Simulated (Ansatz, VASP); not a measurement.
# One calculation of Mg, two programs

```
Mg
1.0
    -1.47650    1.47650    1.50603
     1.47650   -1.47650    1.50603
     1.47650    1.47650   -1.50603
Mg
1
Direct
  0.00000 0.00000 0.00000
```

Change from the starting cell: zz strain of +2 %.

Alike in both runs: task single point; functional PBEsol; k mesh 16 × 16 × 16; occupations fermi-dirac, width 0.05 eV; no spin polarisation.

|  | VASP | Ansatz |
| --- | --- | --- |
| version | VASP 6.6.1 | Ansatz 0.2.0 |
| potentials or method | VASP PAW PBE potentials, release 64 (Mg), cutoff 520 eV | all-electron LAPW, scalar-relativistic |

|  | VASP | Ansatz | Ansatz less VASP |
| --- | --- | --- | --- |
| pressure (GPa) | 57.0 | 55.8 | -1.21 |
| traceless stress, the component that is largest in VASP (GPa) | -0.99 | -0.96 | +0.021 |

VASP's potentials were made for PBE, not for PBEsol. Both programs put the cell under a high pressure, so it lies far from rest at this level. Ansatz ran all-electron here, and VASP with PAW potentials.
